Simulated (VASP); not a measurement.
Input of a VASP 6.6.1 run:

Contents of INCAR:

```
  ALGO = Normal
  EDIFF = 1E-6
  ENCUT = 520
  GGA = PE
  ISIF = 2
  ISMEAR = 0
  LASPH = True
  LCHARG = True
  LELF = True
  LREAL = False
  LVHAR = True
  LWAVE = False
  NBANDS = 26
  NELM = 60
  PREC = Accurate
  SIGMA = 0.1
```

The input KPOINTS:

```
k-points
0
Gamma
  4 4 4
```

Contents of POSCAR:

```
GeSbTe3
1.0
    4.3075489494      0.0000000000      0.0000000000
    0.0000000000      4.3075489494      0.0000000000
    0.0000000000      0.0000000000      9.2551441532
Ge Sb Te
1 1 3
Direct
    0.5000000000      0.5000000000      0.7561227454
    0.0000000000      0.0000000000     -0.0296752164
    0.5000000000      0.5000000000      0.0605211797
    0.0000000000      0.5000000000      0.4904656457
    0.5000000000      0.0000000000      0.4904656457
```

Potentials or basis: VASP PAW PBE potentials, release 64 (Ge_d, Sb, Te).

Launch:

```bash
$ cat potpaw_PBE.64/Ge_d/POTCAR potpaw_PBE.64/Sb/POTCAR potpaw_PBE.64/Te/POTCAR > POTCAR
$ mpirun -np 1 vasp_std > vasp.out
```

Question: What does it give for the pressure?

Answer: -0.1 GPa.

Question: Predict the band gap on the k mesh.

Answer: Zero (an odd number of electrons rules out a gap without spin polarisation).

Question: Predict the largest force.

Answer: 0.022 eV/Å.

Forces in eV/Å, atoms in the order of the input:
```
Ge   0.000  0.000 -0.018
Sb   0.000  0.000  0.022
Te   0.000  0.000 -0.004
Te   0.000  0.000  0.000
Te   0.000  0.000  0.000
```

Caveat: the k points lie up to 0.36 Å⁻¹ apart, too coarse for converged energies and pressures of a metal; spin-orbit coupling is left out, which moves the levels of the heavy elements; this functional lacks dispersion, which binds layers or chains, so the pressure and a relaxed spacing across them are unreliable.
